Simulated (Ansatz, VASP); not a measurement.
**One calculation of SiC8, two programs**

```
C Si
1.0
     4.93130    0.00000    0.00000
    -2.46565    4.27064    0.00000
     0.00000    0.00000   17.40003
C Si
8 1
Cartesian
  1.2328 0.7118 4.0000
  0.0000 2.8471 4.0000
  3.6985 0.7118 4.0000
  2.4657 2.8471 4.0000
  0.0000 1.4235 4.0000
  -1.2328 3.5589 4.0000
  2.4657 1.4235 4.0000
  1.2328 3.5589 4.0000
  1.2328 2.1353 7.1000
```

Alike in both runs: task single point; functional PBE; dispersion D3(BJ); k mesh 6 × 6 × 1; occupations gaussian, width 0.1 eV; collinear spin.

```csv
,VASP,Ansatz
version,VASP 6.6.1,Ansatz 0.2.0
potentials or method,"VASP PAW PBE potentials, release 64 (C, Si), cutoff 520 eV","scalar-relativistic, plane waves, PAW"
valence electrons in the cell,36,36
```

```csv
,VASP,Ansatz,Ansatz less VASP
gap on the k mesh at the Fermi level (eV),none,none,-
rms of the force components (eV/Å),0.048,0.048,0.0000
net moment per atom (μB),0.21,0.21,0.000
size of the moment on the site where the two differ most (μB),0.54,1.19,+0.646
```

Site moments also hang on the region over which each program counts them. Atom by atom the forces differ by 0.000 eV/Å (rms over components). A gap of «none» marks a metal or a gap that the smearing closes. Ansatz's warnings: structure snapped to symmetry.
